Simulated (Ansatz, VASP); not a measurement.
# CaB2: VASP beside Ansatz

```xyz
3
Lattice="3.2264 0.0000 0.0000 -1.6132 2.7942 0.0000 0.0000 0.0000 4.0674" Properties=species:S:1:pos:R:3 pbc="T T T"
Ca    0.3791    2.3052    3.2743
B     0.3791    4.1680    5.3079
B     1.9923    3.2366    5.3079
```

Alike in both runs: task single point; functional PBE; dispersion D3(BJ); k mesh 3 × 3 × 1; occupations methfessel-paxton of order 1, width 0.031 eV; no spin polarisation.

```csv
,VASP,Ansatz
version,VASP 6.6.1,Ansatz 0.2.0
potentials or method,"VASP PAW PBE potentials, release 64 (Ca_sv, B)","scalar-relativistic, plane waves, PAW"
plane-wave cutoff (eV),500,420
valence electrons in the cell,16,16
```

Ansatz gave:

* pressure (GPa): -8.9
* traceless stress, the component that is largest in VASP (GPa): 22.38

Task: Which values does VASP return?

Result: Pressure (GPa): -8.6; traceless stress, the component that is largest in VASP (GPa): 22.52.

Ansatz's warnings: band edges overlap, stress scf threshold loose.

The k mesh is coarse, so the values compare programs but aren't converged.
